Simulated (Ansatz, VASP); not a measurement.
## One calculation of SiC, two programs

```
CELL_PARAMETERS angstrom
3.29815 0.00000 0.00000
-1.64907 2.85628 0.00000
0.00000 0.00000 4.99637
ATOMIC_POSITIONS crystal
Si 0.33333 0.66667 0.00176
Si 0.66667 0.33333 0.50176
C 0.33333 0.66667 0.38324
C 0.66667 0.33333 0.88324
```

Alike in both runs: functional LDA; k mesh 12 × 12 × 6; occupations gaussian, width 0.05 eV; no spin polarisation.

Ansatz relaxed the structure, and its values are those at the end. VASP's run is a single point on that final structure, the one shown.

|  | VASP | Ansatz |
| --- | --- | --- |
| version | VASP 6.6.1 | Ansatz 0.2.0 |
| potentials or method | VASP PAW LDA potentials, release 64 (Si, C), cutoff 520 eV | scalar-relativistic, plane waves, PAW |
| valence electrons in the cell | 16 | 16 |

|  | VASP | Ansatz | Ansatz less VASP |
| --- | --- | --- | --- |
| gap on the k mesh at the Fermi level (eV) | 1.69 | 1.70 | +0.013 |
| least direct gap on the mesh (eV) | 2.35 | 2.36 | +0.002 |
| pressure (GPa) | -24.5 | -24.8 | -0.34 |
| rms of the force components (eV/Å) | 0.003 | 0.000 | -0.0034 |

Ansatz warns that its potentials were made for another functional, while VASP's fit it. LDA's correlation is that of Perdew and Zunger in VASP and of Perdew and Wang (1992) in Ansatz. Ansatz's warnings: stress scf threshold loose.
